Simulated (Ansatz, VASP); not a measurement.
## Cu: VASP beside Ansatz

The input INCAR:

```
PREC = Accurate
ENCUT = 600
EDIFF = 1E-7
ISMEAR = -1
SIGMA = 0.05
LREAL = F
LASPH = T
NELM = 120
ALGO = Normal
ISIF = 3
LWAVE = F
LCHARG = F
GGA = RP
IVDW = 12
IBRION = 2
NSW = 60
EDIFFG = -0.01
GGA_COMPAT = F
NELMIN = 4
```

KPOINTS

```
regular mesh
0
Gamma
  13 13 13
```

Contents of POSCAR:

```
Cu
1.0
    0.0000000000      1.8075000000      1.8075000000
    1.8075000000      0.0000000000      1.8075000000
    1.8075000000      1.8075000000      0.0000000000
Cu
1
Direct
    0.0000000000      0.0000000000      0.0000000000
```

The input input.yaml:

```yaml
crystal:
  lattice:
    - [0.0, 1.8075, 1.8075]
    - [1.8075, 0.0, 1.8075]
    - [1.8075, 1.8075, 0.0]
  atoms:
    - { symbol: Cu, position: [0.0, 0.0, 0.0] }
hamiltonian:
  xc: rpbe
  pseudopotentials: { kind: paw }
  dispersion: d3bj
kpoints:
  mp_grid: { grid: [13, 13, 13] }
scf:
  occupations: { method: fermi_dirac, width: 0.05 }
output:
  forces: true
  stress: true
  eigenvalues: true
relax:
  f_tol: 0.01
  max_steps: 40
  cell: { stress_tol: 0.05 }
```

Alike in both runs: task relaxation of cell and atoms; functional RPBE; dispersion D3(BJ); k mesh 13 × 13 × 13; occupations fermi-dirac, width 0.05 eV; no spin polarisation.

|  | VASP | Ansatz |
| --- | --- | --- |
| version | VASP 6.6.1 | Ansatz 0.2.0 |
| potentials or method | VASP PAW PBE potentials, release 64 (Cu) | Ansatz PAW |
| plane-wave cutoff (eV) | 600 | 420 |
| valence electrons in the cell | 11 | 19 |

VASP gave:

- gap on the k mesh at the Fermi level, each at its own relaxed structure (eV): none
- relaxed volume (Å³/atom): 9.76
- relaxed cell length with the largest relative difference (Å): 2.399

Question: Estimate Ansatz's values.

Answer: gap on the k mesh at the Fermi level, each at its own relaxed structure (eV): none; relaxed volume (Å³/atom): 9.74; relaxed cell length with the largest relative difference (Å): 2.397.

VASP's potentials were made for PBE, not for RPBE. A gap of «none» marks a metal or a gap that the smearing closes. VASP's potentials hold 11 valence electrons a cell and Ansatz's 19, so a difference there can come from the potentials and not from the codes.

Noted on VASP's run: the volume moved by over 15 % at a fixed basis, so the end points are rough. Noted on Ansatz's run: the volume moved by over 15 % at a fixed basis, so the end points are rough; the plane-wave basis is chosen anew once the cell has moved, so the energies of steps on either side of that aren't comparable.
